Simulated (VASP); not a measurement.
CdP2C, 4 atoms in the cell. The structure is tetragonal, space group P-4m2 (No. 115). The conventional cell has a = 3.249 Å, b = 3.249 Å, c = 6.062 Å, α = 90.00°, β = 90.00°, γ = 90.00°. Within 3.4 Å of Cd (site symmetry -4m2) lie 4 P at 2.57 Å and 4 Cd at 3.25 Å. P (site symmetry 2mm) has 2 C at 1.93 Å and 2 Cd at 2.57 Å within 2.6 Å. Within 2.6 Å of C (site symmetry -4m2) lie 4 P at 1.93 Å. 

| Quantity | Value |
| --- | --- |
| Program | VASP 6.6.1 |
| Task | single point |
| Functional | PBE |
| Potentials or basis | VASP PAW PBE potentials, release 64 (Cd_sv_GW, P, C) |
| Cutoff | 700 eV |
| k mesh | 6 × 6 × 4 |
| Occupations | fermi-dirac, width 0.02 eV |
| Spin | no spin polarisation |
| Dipole correction | no |
| Further INCAR settings | ALGO = Normal; EDIFF = 1e-06; NBANDS = 25 |

Potentials or basis: VASP PAW PBE potentials, release 64 (Cd_sv_GW, P, C).

Run with:

```console
$ cat potpaw_PBE.64/Cd_sv_GW/POTCAR potpaw_PBE.64/P/POTCAR potpaw_PBE.64/C/POTCAR > POTCAR
$ mpirun -np 1 vasp_std > vasp.out
```

Hardware: 1 thread of Intel(R) Xeon(R) 6975P-C (Granite Rapids), on a shared host.

Task: Estimate the wall time of this run.

Result: Wall time 34 s on 1 thread of Intel(R) Xeon(R) 6975P-C (Granite Rapids), on a shared host, peak memory 0.25 GiB. Counts: scf iterations 13, k points 30.
